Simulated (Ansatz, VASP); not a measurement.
This is a calculation of C for VASP 6.6.1.

Contents of POSCAR:

```
C
1.0
    0.0000000000      1.7833700000      1.7833700000
    1.7833700000      0.0000000000      1.7833700000
    1.7833700000      1.7833700000      0.0000000000
C
2
Direct
    0.7500000000      0.7500000000      0.7500000000
    0.5000000000      0.5000000000      0.5000000000
```

Contents of INCAR.step1:

```
SYSTEM = C
PREC = Accurate
ENCUT = 1430
ISMEAR = -1
SIGMA = 0.05
LREAL = .False.
LASPH = .True.
NELM = 120
NBANDS = 11
GGA = PE
ALGO = Normal
EDIFF = 1E-5
LWAVE = .True.
LCHARG = .False.
GGA_COMPAT = .False.
```

File INCAR.step2:

```
SYSTEM = C
PREC = Accurate
ENCUT = 1430
EDIFF = 1E-6
ISMEAR = -1
SIGMA = 0.05
LREAL = .False.
LASPH = .True.
NELM = 120
ALGO = Normal
ISIF = 2
LWAVE = .False.
LCHARG = .False.
METAGGA = R2SCAN
LMIXTAU = .True.
LUSE_VDW = .True.
IVDW_NL = 2
BPARAM = 11.95
CPARAM = 0.0093
NBANDS = 11
ISTART = 1
GGA_COMPAT = .False.
```

File KPOINTS:

```
Automatic mesh
0
Gamma
  13 13 13
  0 0 0
```

Potentials or basis: VASP PAW PBE potentials, release 64 (C_h).

The run is started by

```bash
$ cat potpaw_PBE.64/C_h/POTCAR > POTCAR
$ cp INCAR.step1 INCAR
$ mpirun -np 1 vasp_std > vasp.out
$ cp INCAR.step2 INCAR
$ mpirun -np 1 vasp_std > vasp.out
```

Question: Translate it to Ansatz 0.2.0. Potentials there: Ansatz PAW.

Answer: As run (the cutoff follows the program's own potentials):

Contents of input.yaml:

```yaml
crystal:
  lattice:
    - [0.0, 1.78337, 1.78337]
    - [1.78337, 0.0, 1.78337]
    - [1.78337, 1.78337, 0.0]
  atoms:
    - { symbol: C, position: [0.75, 0.75, 0.75] }
    - { symbol: C, position: [0.5, 0.5, 0.5] }
hamiltonian:
  xc: r2scan
  pseudopotentials: { kind: paw }
  dispersion: rvv10
kpoints:
  mp_grid: { grid: [13, 13, 13] }
scf:
  occupations: { method: fermi_dirac, width: 0.05 }
output:
  forces: true
  stress: true
  eigenvalues: true
```

Potentials or basis: Ansatz PAW.

Command:

```console
$ ansatz run input.yaml --threads 2 --pin off --max-ram 5120MiB --backend cpu --events-out ev --progress --plain --runs-dir out
```

Both were run:

|  | VASP | Ansatz | Ansatz less VASP |
| --- | --- | --- | --- |
| gap on the k mesh at the Fermi level (eV) | 4.33 | 4.33 | -0.001 |
| least direct gap on the mesh (eV) | 5.87 | 5.87 | +0.001 |
| pressure (GPa) | -4.1 | -3.3 | +0.73 |

VASP's potentials were made for PBE, not for r2SCAN.

Noted on Ansatz's run: odd divisions of the mesh miss points on the zone boundary, where band edges often lie, so the gap on the mesh can be too wide.
